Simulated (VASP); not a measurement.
A run of VASP 6.6.1 is set up as follows.

Contents of INCAR:

```
SYSTEM = Lu
PREC     = Accurate       ! precision mode
ENCUT    = 600            ! plane-wave cutoff, eV
EDIFF    = 1E-6           ! SCF threshold, eV
ISMEAR   = 0              ! smearing method
SIGMA    = 0.05           ! smearing width, eV
LREAL    = .FALSE.        ! projectors in reciprocal space
LASPH    = .TRUE.         ! aspherical terms in the spheres
NELM     = 80             ! most SCF steps
ALGO     = Fast           ! electronic algorithm
ISIF     = 3              ! what is computed and relaxed
LWAVE    = .FALSE.        ! write WAVECAR
LCHARG   = .FALSE.        ! write CHGCAR
GGA      = PE             ! functional
IBRION   = 2              ! ionic algorithm
NSW      = 80             ! ionic steps
EDIFFG   = -0.03          ! ionic threshold
```

File KPOINTS:

```
regular mesh
0
G
  6 6 2
  0 0 0
```

The input POSCAR:

```
Lu
1.0
    3.4926397243      0.0000000000      0.0000000000
   -1.7463198622      3.0247147275      0.0000000000
    0.0000000000      0.0000000000     11.2375914737
Lu
4
Direct
    0.0000000000      0.0000000000      0.0000000000
    0.0000000000      0.0000000000      0.5000000000
    0.3333333333      0.6666666667      0.2500000000
    0.6666666667      0.3333333333      0.7500000000
```

Potentials or basis: VASP PAW PBE potentials, release 64 (Lu).

Command:

```bash
$ cat potpaw_PBE.64/Lu/POTCAR > POTCAR
$ mpirun -np 1 vasp_std > vasp.out
```

(1) Predict the relaxed cell.

(2) What does it give for the space group after relaxing (to 0.05 Å)?

Answers

(1) a = 3.495 Å, b = 3.495 Å, c = 11.002 Å, α = 90.00°, β = 90.00°, γ = 120.00°.

(2) P6_3/mmc (No. 194).
